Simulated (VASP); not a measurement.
The system is ScPb3Cl6.

```xyz
10
Lattice="0.0000 5.3280 5.3280 5.3280 0.0000 5.3280 5.3280 5.3280 0.0000" Properties=species:S:1:pos:R:3 pbc="T T T"
Pb    2.6640    2.6640    2.6640
Pb    7.9919    7.9919    7.9919
Pb    5.3280    5.3280    5.3280
Cl    8.1198    5.3280    5.3280
Cl    5.3280    8.1198    5.3280
Cl    2.5361    5.3280    5.3280
Cl    5.3280    2.5361    5.3280
Cl    5.3280    5.3280    8.1198
Cl    5.3280    5.3280    2.5361
Sc    0.0000    0.0000    0.0000
```

Base run:

```yaml
Program: VASP 6.6.1
Functional: PBE
Potentials_or_basis: VASP PAW PBE potentials, release 64 (Pb_d, Cl, Sc_sv)
Cutoff: 520 eV
k_mesh: 3 × 3 × 3
Occupations: fermi-dirac, width 0.1312 eV
Spin: no spin polarisation
Hubbard_terms: Sc d U = 8.0 eV
```

Its results: band gap on the k mesh zero (an odd number of electrons rules out a gap without spin polarisation); pressure 2.0 GPa; largest force 0.161 eV/Å.

**Question.** The run is repeated on the same cell with these changes: hubbard terms from Sc d U = 8.0 eV to none. What comes out?

**Answer.** Band gap on the k mesh zero (an odd number of electrons rules out a gap without spin polarisation); pressure 0.7 GPa; largest force 0.494 eV/Å.

Caveats: spin-orbit coupling is left out, which moves the levels of the heavy elements; an odd number of electrons without spin polarisation forces a metal; a magnetic or distorted state may lie lower; U without spin polarisation on a metal has little footing (at least some runs).
